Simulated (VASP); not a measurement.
Write the native input for VASP 6.6.1 that does the following.

| Quantity | Value |
| --- | --- |
| Task | single point |
| Functional | r2SCAN |
| Potentials or basis | VASP PAW PBE potentials, release 64 (K_sv, Ta_pv, O) |
| Cutoff | 520 eV |
| k mesh | 6 × 6 × 6 |
| Occupations | gaussian, width 0.05 eV |
| Spin | no spin polarisation |
| Dipole correction | no |
| Further INCAR settings | ALGO = Normal; EDIFF = 1e-06; NBANDS = 27 |

Crystal: KTaO3.

```
K Ta O
1.0
     4.08801    0.00000    0.00000
     0.00000    4.08801    0.00000
     0.00000    0.00000    4.08801
K Ta O
1 1 3
Direct
  0.50000 0.50000 0.50000
  0.00000 0.00000 0.00000
  0.50000 0.00000 0.00000
  0.00000 0.50000 0.00000
  0.00000 0.00000 0.50000
```

This cell differs from its parent crystal: strain +0.025 along x and y, +0.025 along z.

One way to write it, as run:

POSCAR

```
KTaO3
1.0
    4.0880075000      0.0000000000      0.0000000000
    0.0000000000      4.0880075000      0.0000000000
    0.0000000000      0.0000000000      4.0880075000
K Ta O
1 1 3
Direct
    0.5000000000      0.5000000000      0.5000000000
    0.0000000000      0.0000000000      0.0000000000
    0.5000000000      0.0000000000      0.0000000000
    0.0000000000      0.5000000000      0.0000000000
    0.0000000000      0.0000000000      0.5000000000
```

INCAR.step1

```
ALGO = Normal
EDIFF = 1E-4
ENCUT = 520
GGA = PE
ISMEAR = 0
LASPH = True
LCHARG = False
LREAL = False
LWAVE = True
NBANDS = 27
NELM = 60
PREC = Accurate
SIGMA = 0.05
```

INCAR.step2

```
ALGO = Normal
EDIFF = 1E-6
ENCUT = 520
ISIF = 2
ISMEAR = 0
ISTART = 1
LASPH = True
LCHARG = False
LMIXTAU = True
LREAL = False
LWAVE = False
METAGGA = R2SCAN
NBANDS = 27
NELM = 60
PREC = Accurate
SIGMA = 0.05
```

KPOINTS

```
k-points
0
Gamma
  6 6 6
```

Potentials or basis: VASP PAW PBE potentials, release 64 (K_sv, Ta_pv, O).

The run is started by

```bash
$ cat potpaw_PBE.64/K_sv/POTCAR potpaw_PBE.64/Ta_pv/POTCAR potpaw_PBE.64/O/POTCAR > POTCAR
$ cp INCAR.step1 INCAR
$ mpirun -np 1 vasp_std > vasp.out
$ cp INCAR.step2 INCAR
$ mpirun -np 1 vasp_std > vasp.out
```

It gave:

The pressure is -12.3 GPa. The band gap on the k mesh is 2.40 eV (least direct gap 3.07 eV).

Caveat: the cell differs from its parent crystal (strain +0.025 along x and y, +0.025 along z); the cell stands under tension; the PAW data sets were made with another functional, which shifts forces and pressure a little; spin-orbit coupling is left out, which moves the levels of the heavy elements.

Run time: 68 s on 1 thread of Intel(R) Xeon(R) 6975P-C (Granite Rapids), on a shared host, peak memory 0.19 GiB.
